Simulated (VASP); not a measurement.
# C (P6_3/mmc) in VASP: further runs

C is run at these levels: PBEsol; tasks: single point, relaxation of cell and atoms.

Everything below comes from runs of VASP 6.6.1. Logs are shortened: lines on timing, memory, paths and dates and some standing lists are left out, and cuts for length are marked.

## 1. The cell of the first run

The structure is hexagonal, space group P6_3/mmc (No. 194). Conventional cell: a = 1.706 Å, b = 1.706 Å, c = 6.312 Å, α = 90.00°, β = 90.00°, γ = 120.00°. C (site symmetry -6m2) has 6 C at 1.71 Å within 2.3 Å.

## 2. Single point, PBEsol

The input, INCAR:

```
SYSTEM = C
PREC     = Accurate       ! precision mode
ENCUT    = 520            ! plane-wave cutoff, eV
EDIFF    = 1E-6           ! SCF threshold, eV
ISMEAR   = -1             ! smearing method
SIGMA    = 0.05           ! smearing width, eV
LREAL    = .FALSE.        ! projectors in reciprocal space
LASPH    = .TRUE.         ! aspherical terms in the spheres
NELM     = 100            ! most SCF steps
ALGO     = Normal         ! electronic algorithm
ISIF     = 2              ! what is computed and relaxed
LWAVE    = .FALSE.        ! write WAVECAR
LCHARG   = .FALSE.        ! write CHGCAR
GGA      = PS             ! functional
NBANDS   = 16             ! bands
```

The input, KPOINTS:

```
regular mesh
0
G
  19 5 11
  0 0 0
```

The input, POSCAR:

```
C
1.0
   -0.8531263118      1.4776581173      0.0000000000
    0.0000000000      0.0000000000      6.3117731547
    2.5593789354      1.4776581173      0.0000000000
C
4
Direct
    0.5000000000      0.2500000000      0.1666666670
    0.0000000000      0.2500000000      0.6666666670
    0.0000000000      0.7500000000      0.3333333330
    0.5000000000      0.7500000000      0.8333333330
```

Potentials or basis: VASP PAW PBE potentials, release 64 (C).

Started as:

```sh
$ cat potpaw_PBE.64/C/POTCAR > POTCAR
$ mpirun -np 1 vasp_std > vasp.out
```

OUTCAR:

```text
SYSTEM = C
   PREC = Accurate
   ENCUT = 520
   EDIFF = 1E-6
   ISMEAR = -1
   LREAL = .FALSE.
   LASPH = .TRUE.
   NELM = 100
   ISIF = 2
   GGA = PS

 ion  position               nearest neighbor table
   1  0.500  0.250  0.167-   2 1.71   2 1.71   2 1.71   2 1.71
   2  0.000  0.250  0.667-   1 1.71   1 1.71   1 1.71   1 1.71
   3  0.000  0.750  0.333-   4 1.71   4 1.71   4 1.71   4 1.71
   4  0.500  0.750  0.833-   3 1.71   3 1.71   3 1.71   3 1.71

  LATTYP: Found a simple orthorhombic cell.
 ALAT       =     1.7062526236
 B/A-ratio  =     1.7320508076
 C/A-ratio  =     3.6992020217

  Lattice vectors:

 A1 = (   0.8531263118,  -1.4776581173,   0.0000000000)
 A2 = (   2.5593789354,   1.4776581173,   0.0000000000)
 A3 = (   0.0000000000,   0.0000000000,   6.3117731547)

Analysis of symmetry for initial positions (statically):
=====================================================================
 Subroutine PRICEL returns following result:

  LATTYP: Found a hexagonal cell.
 ALAT       =     1.7062526236
 C/A-ratio  =     3.6992020217

  Lattice vectors:

 A1 = (   0.8531263118,   1.4776581173,   0.0000000000)
 A2 = (  -1.7062526236,   0.0000000000,   0.0000000000)
 A3 = (   0.0000000000,   0.0000000000,   6.3117731547)

   2 primitive cells build up your supercell.

 Routine SETGRP: Setting up the symmetry group for a
 simple orthorhombic supercell.

 Subroutine GETGRP returns: Found  8 space group operations
 (whereof  4 operations were pure point group operations)
 out of a pool of  8 trial point group operations.

The static configuration has the point symmetry C_2h.
 The point group associated with its full space group is D_2h.

Analysis of symmetry for dynamics (positions and initial velocities):
=====================================================================
 Subroutine PRICEL returns following result:

  LATTYP: Found a hexagonal cell.
 ALAT       =     1.7062526236
 C/A-ratio  =     3.6992020217

  Lattice vectors:

 A1 = (   0.8531263118,   1.4776581173,   0.0000000000)
 A2 = (  -1.7062526236,   0.0000000000,   0.0000000000)
 A3 = (   0.0000000000,   0.0000000000,   6.3117731547)

   2 primitive cells build up your supercell.

 Routine SETGRP: Setting up the symmetry group for a
 simple orthorhombic supercell.

 Subroutine GETGRP returns: Found  8 space group operations
 (whereof  4 operations were pure point group operations)
 out of a pool of  8 trial point group operations.

The dynamic configuration has the point symmetry C_2h.
 The point group associated with its full space group is D_2h.

 Subroutine INISYM returns: Found  8 space group operations
 (whereof  4 operations are pure point group operations),
 and found     2 'primitive' translations

----------------------------------------------------------------------------------------

                                     Primitive cell

  volume of cell :      15.9136

  direct lattice vectors                    reciprocal lattice vectors
     0.853126312  1.477658117  0.000000000     0.000000000  0.676746528  0.000000000
    -1.706252624  0.000000000  0.000000000    -0.586079685  0.338373264  0.000000000
     0.000000000  0.000000000  6.311773155     0.000000000  0.000000000  0.158434084

  length of vectors
     1.706252624  1.706252624  6.311773155     0.676746528  0.676746528  0.158434084

  position of ions in fractional coordinates (direct lattice)
     0.666666667  0.333333333  0.250000000
     0.333333333  0.666666667  0.750000000

  ion indices of the primitive-cell ions
   primitive index   ion index
                 1           1
                 2           4

----------------------------------------------------------------------------------------

 KPOINTS: regular mesh

Automatic generation of k-mesh.
 Grid dimensions read from file:
 generate k-points for:   19    5   11

 Generating k-lattice:

  Cartesian coordinates                     Fractional coordinates (reciprocal lattice)
    -0.015423150  0.026713679  0.000000000     0.052631579  0.000000000  0.000000000
     0.000000000  0.000000000  0.031686817     0.000000000  0.200000000  0.000000000
     0.026639986  0.015380603  0.000000000     0.000000000  0.000000000  0.090909091

  Length of vectors
     0.030846299  0.031686817  0.030761206

  Shift w.r.t. Gamma in fractional coordinates (k-lattice)
     0.000000000  0.000000000  0.000000000

 Subroutine IBZKPT returns following result:
 ===========================================

 Found    180 irreducible k-points:

 Following reciprocal coordinates:
            Coordinates               Weight
  0.000000  0.000000  0.000000      1.000000
  0.052632  0.000000  0.000000      2.000000
  0.105263  0.000000  0.000000      2.000000
  0.157895  0.000000 -0.000000      2.000000
  0.210526  0.000000  0.000000      2.000000
  0.263158  0.000000 -0.000000      2.000000
[... 16 lines left out ...]
  0.105263  0.400000  0.000000      4.000000
  0.157895  0.400000 -0.000000      4.000000
 [... further k-points ...]
   k-points           NKPTS =    180   k-points in BZ     NKDIM =    180   number of bands    NBANDS=     16
   number of dos      NEDOS =    301   number of ions     NIONS =      4
   total plane-waves  NPLWV =  16128
   dimension x,y,z NGX =    14 NGY =   48 NGZ =   24
   dimension x,y,z NGXF=    28 NGYF=   96 NGZF=   48
   ions per type =               4
   NGX,Y,Z   is equivalent  to a cutoff of  13.64, 12.64, 13.50 a.u.
   NGXF,Y,Z  is equivalent  to a cutoff of  27.28, 25.29, 27.00 a.u.
 SYSTEM =  C
   PREC   = accura    normal or accurate (medium, high low for compatibility)
   ISTART =      0    job   : 0-new  1-cont  2-samecut
   ICHARG =      2    charge: 1-file 2-atom 10-const
   ISPIN  =      1    spin polarized calculation?
   LNONCOLLINEAR =      F non collinear calculations
   LSORBIT =      F    spin-orbit coupling
   LASPH  =      T    aspherical Exc in radial PAW
   ENCUT  =  520.0 eV  38.22 Ry    6.18 a.u.   3.17 11.74  5.49*2*pi/ulx,y,z
   NELM   =    100;   NELMIN=  2; NELMDL= -5     # of ELM steps
   EDIFF  = 0.1E-05   stopping-criterion for ELM
   LREAL  =      F    real-space projection
   EDIFFG = 0.1E-04   stopping-criterion for IOM
   NSW    =      0    number of steps for IOM
   IBRION =     -1    ionic relax: 0-MD 1-quasi-New 2-CG
   NFREE  =      0    steps in history (QN), initial steepest desc. (CG)
   ISIF   =      2    stress and relaxation
   ISYM   =      2    0-nonsym 1-usesym 2-fastsym
   POTIM  = 0.5000    time-step for ionic-motion
   TEBEG  =    0.0;   TEEND  =   0.0 temperature during run
   PSTRESS=    0.0 pullay stress
   NELECT =      16.0000    total number of electrons
   NUPDOWN=      -1.0000    fix difference up-down
   EMIN   =  10.00;   EMAX   =-10.00  energy-range for DOS
   EFERMI =   0.00;   METHOD = LEGACY
   ISMEAR =    -1;   SIGMA  =   0.05  broadening in eV -4-tet -1-fermi 0-gaus
   EFERMI_NEDOS =   21; number of points for ismear=-14 and -15
   IALGO  =     38    algorithm
   IMIX   =      4    mixing-type and parameters
     AMIX     =   0.40;   BMIX     =  1.00
     AMIX_MAG =   1.60;   BMIX_MAG =  1.00
  volume/ion in A,a.u.               =       7.96        53.70
  Fermi-wavevector in a.u.,A,eV,Ry     =   1.301713  2.459881 23.054486  1.694457
  Thomas-Fermi vector in A             =   2.432829
   LORBIT       =      0    0 simple, 1 ext, 2 COOP (PROOUT), +10 PAW based schemes
   GGA     = PS    functional components
   LHFCALC =     F    Hartree Fock is set to
   AEXX    =    0.0000 exact exchange contribution
   IVDW    =     0    specifies the selected vdW correction
   LEPSILON=     F    determine dielectric tensor
   LRPA    =     F    only Hartree local field effects (RPA)
 non-spin polarized calculation
  energy-cutoff  :      520.00
  volume of cell :       31.83
 maximum number of plane-waves:       875
 NGX is ok and might be reduce to    14

 number of electron      15.9999999 magnetization

 Free energy of the ion-electron system (eV)
  ---------------------------------------------------
  ext. energy  EPLUGINS =         0.00000000
  ---------------------------------------------------
  free energy    TOTEN  =       -23.12481116 eV

  energy without entropy =      -23.10973625  energy(sigma->0) =      -23.11727370

 E-fermi :   6.8093     XC(G=0): -11.5343

 val. band max:        6.8086724562   @ k =   0.4211   0.2000   0.1818
 cond. band min:       6.8118202334   @ k =   0.3158   0.4000   0.4545
 fundamental gap:      0.0031477771
 Fermi energy:         6.8092844056

 k-point     1 :       0.0000    0.0000    0.0000
  band No.  band energies     occupation
      1     -15.0730      2.00000
      2     -14.6394      2.00000
      3      -4.7284      2.00000
      4      -4.6531      2.00000
      5      -3.3504      2.00000
      6      -0.6439      2.00000
[... 8 lines left out ...]
     15      19.3764      0.00000
     16      21.8556      0.00000

 k-point     2 :       0.0526    0.0000    0.0000
  band No.  band energies     occupation
      1     -14.9651      2.00000
      2     -14.5339      2.00000
      3      -4.5973      2.00000
      4      -4.5221      2.00000
      5      -3.2184      2.00000
      6      -0.5181      2.00000
[... 8 lines left out ...]
     15      19.5147      0.00000
     16      21.9913      0.00000

 k-point     3 :       0.1053    0.0000    0.0000
  band No.  band energies     occupation
      1     -14.6422      2.00000
      2     -14.2178      2.00000
      3      -4.2045      2.00000
      4      -4.1297      2.00000
      5      -2.8233      2.00000
      6      -0.1423      2.00000
[... 8 lines left out ...]
     15      19.9289      0.00000
     16      21.4651      0.00000
[... 362 lines left out ...]
 k-point    23 :       0.1053    0.4000    0.0000
  band No.  band energies     occupation
      1     -14.5037      2.00000
      2     -14.3729      2.00000
      3      -4.1784      2.00000
      4      -4.1553      2.00000
      5      -2.0303      2.00000
      6      -1.2251      2.00000
[... 8 lines left out ...]
     15      20.3538      0.00000
     16      21.0089      0.00000

 k-point    24 :       0.1579    0.4000   -0.0000
  band No.  band energies     occupation
      1     -13.9702      2.00000
      2     -13.8428      2.00000
      3      -3.5255      2.00000
      4      -3.5026      2.00000
      5      -1.3845      2.00000
      6      -0.5892      2.00000
[... 8 lines left out ...]
     15      20.5801      0.00000
     16      20.6400      0.00000

 [... further k-points ...]

------------------------ aborting loop because EDIFF is reached ----------------------------------------

  FORCE on cell =-STRESS in cart. coord.  units (eV):
  Direction    XX          YY          ZZ          XY          YZ          ZX
  --------------------------------------------------------------------------------------
  -------------------------------------------------------------------------------------
  Total       -1.4226495      0.6298300      0.0940265     -1.7774994      0.0000000      0.0000000
  in kB      -71.6159594     31.7055485      4.7332814    -89.4790506      0.0000000      0.0000000
  external PRESSURE =     -11.7257098 kB  Pullay stress =       0.0000000 kB

 VOLUME and BASIS-vectors are now :
 -----------------------------------------------------------------------------
  energy-cutoff  :      520.00
  volume of cell :       31.83
      direct lattice vectors                 reciprocal lattice vectors
    -0.853126312  1.477658117  0.000000000    -0.293039842  0.507559896  0.000000000
     0.000000000  0.000000000  6.311773155     0.000000000  0.000000000  0.158434084
     2.559378935  1.477658117  0.000000000     0.293039842  0.169186632  0.000000000

 POSITION                                       TOTAL-FORCE (eV/Angst)
 -----------------------------------------------------------------------------------
      0.00000      0.98511      1.57794         0.001503      0.000868     -0.000000
      1.70625      0.98511      1.57794         0.001503      0.000868      0.000000
      0.85313      0.49255      4.73383        -0.001503     -0.000868      0.000000
      1.70625      1.97021      4.73383        -0.001503     -0.000868      0.000000
 -----------------------------------------------------------------------------------
    total drift:                                0.000000      0.000000      0.000000

  FREE ENERGIE OF THE ION-ELECTRON SYSTEM (eV)
  ---------------------------------------------------
  free  energy   TOTEN  =       -23.1248111557 eV

  energy  without entropy=      -23.1097362471  energy(sigma->0) =      -23.11727370
```

Wall time 1.8 min (1 thread of Intel Xeon 8259CL, shared host); peak memory 0.18 GiB.

Results:

```
Free energy            : -23.1248 eV
Pressure               : -1.2 GPa
Band gap on the k mesh : zero (bands 8 and 9 overlap by 2.11 eV)
```

Stress tensor (GPa, compression positive):
```
-7.16 -8.95  0.00
-8.95  3.17  0.00
 0.00  0.00  0.47
```

Levels at points of the mesh, in eV from the Fermi level:
```csv
k point,band 4,band 5,band 6,band 7,band 8,band 9,band 10,band 11,band 12,band 13
"(0.00, 0.00, 0.00)",-11.46,-10.16,-7.45,-5.16,-4.93,1.92,2.57,3.50,9.65,9.68
```

Caveat: the stress differs along the axes, from -7 to 3 GPa; the PAW data sets were made with another functional, which shifts forces and pressure a little.

## 3. Relaxation of cell and atoms, PBEsol

This run uses another cell than the first one: it holds 2 atoms, not 4.

The input, INCAR:

```
SYSTEM = C
PREC = Accurate ; ENCUT = 600
EDIFF = 1E-7 ; ISMEAR = -1
SIGMA = 0.05 ; LREAL = .False.
LASPH = .True. ; NELM = 100
ALGO = Normal ; ISIF = 3
LWAVE = .False. ; LCHARG = .False.
GGA = PS ; IBRION = 2
NSW = 60 ; EDIFFG = -0.005
```

The input, KPOINTS:

```
Automatic mesh
0
Gamma
  24 24 13
  0 0 0
```

The input, POSCAR:

```
C
1.0
    2.1003865828      0.0000000000      0.0000000000
   -1.0501932914      1.8189881384      0.0000000000
    0.0000000000      0.0000000000      3.4026262641
C
2
Direct
    0.3333333333      0.6666666667      0.2500000000
    0.6666666667      0.3333333333      0.7500000000
```

Potentials or basis: VASP PAW PBE potentials, release 64 (C).

Started as:

```sh
$ cat potpaw_PBE.64/C/POTCAR > POTCAR
$ mpirun -np 1 vasp_std > vasp.out
```

It took 13 min on 1 thread of Intel Xeon 8259CL, shared host; peak memory 0.16 GiB.

The run converged. Its results:

| Item | Value |
| --- | --- |
| Free energy | -11.2740 eV |
| Relaxed volume | 6.57 Å³/atom |
| Relaxed cell | a = 1.705 Å, b = 1.705 Å, c = 5.223 Å, α = 90.00°, β = 90.00°, γ = 120.00° |
| Space group after relaxing (to 0.1 Å) | P6_3/mmc (No. 194) |
| Pressure after relaxing | 0.1 GPa |
| Band gap on the k mesh | zero (bands 4 and 5 overlap by 2.75 eV) |

Final structure:
```
CELL_PARAMETERS angstrom
1.70484 0.00000 0.00000
-0.85242 1.47643 0.00000
0.00000 0.00000 5.22336
ATOMIC_POSITIONS crystal
C 0.33333 0.66667 0.25000
C 0.66667 0.33333 0.75000
```

Levels at points of the mesh, in eV from the Fermi level:
```tsv
k point	band 1	band 2	band 3	band 4	band 5	band 6	band 7	band 8
(0.00, 0.00, 0.00)	-22.46	-20.93	-11.50	-5.31	6.35	16.43	16.43	16.54
(0.50, 0.00, 0.00)	-11.69	-11.37	-5.44	-4.63	1.27	2.96	9.62	12.76
```

Caveat: a cell axis changed by over 15 % at a fixed basis, so the end point is rough; the PAW data sets were made with another functional, which shifts forces and pressure a little.
